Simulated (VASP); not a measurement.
A run of VASP 6.6.1 is set up as follows.

The input INCAR:

```
SYSTEM = Ag2BrCl
PREC = Accurate ; ENCUT = 520
EDIFF = 1E-6 ; ISMEAR = 0
SIGMA = 0.01 ; LREAL = .FALSE.
LASPH = .TRUE. ; NELM = 60
ALGO = Normal ; ISIF = 2
LWAVE = .FALSE. ; LCHARG = .FALSE.
GGA = PE ; NBANDS = 26
```

The input KPOINTS:

```
Automatic mesh
0
G
  6 6 6
  0 0 0
```

File POSCAR:

```
Ag2BrCl
1.0
    2.0480877940      1.1824640392      6.6584456229
   -2.0480877940      1.1824640392      6.6584456229
    0.0000000000     -2.3649280784      6.6584456229
Cl Br Ag
1 1 2
Direct
    1.0000000000      0.0000000000      0.0000000000
    0.5000000000      0.5000000000      0.5000000000
    0.2529498416      0.2529498416      0.2529498416
    0.7470501584      0.7470501584      0.7470501584
```

Potentials or basis: VASP PAW PBE potentials, release 64 (Cl, Br, Ag).

Run with:

```sh
$ cat potpaw_PBE.64/Cl/POTCAR potpaw_PBE.64/Br/POTCAR potpaw_PBE.64/Ag/POTCAR > POTCAR
$ mpirun -np 1 vasp_std > vasp.out
```

(1) What does it give for the band gap on the k mesh?

(2) Estimate the largest force.

## Answers

(1) 0.77 eV, direct.

(2) 0.009 eV/Å.
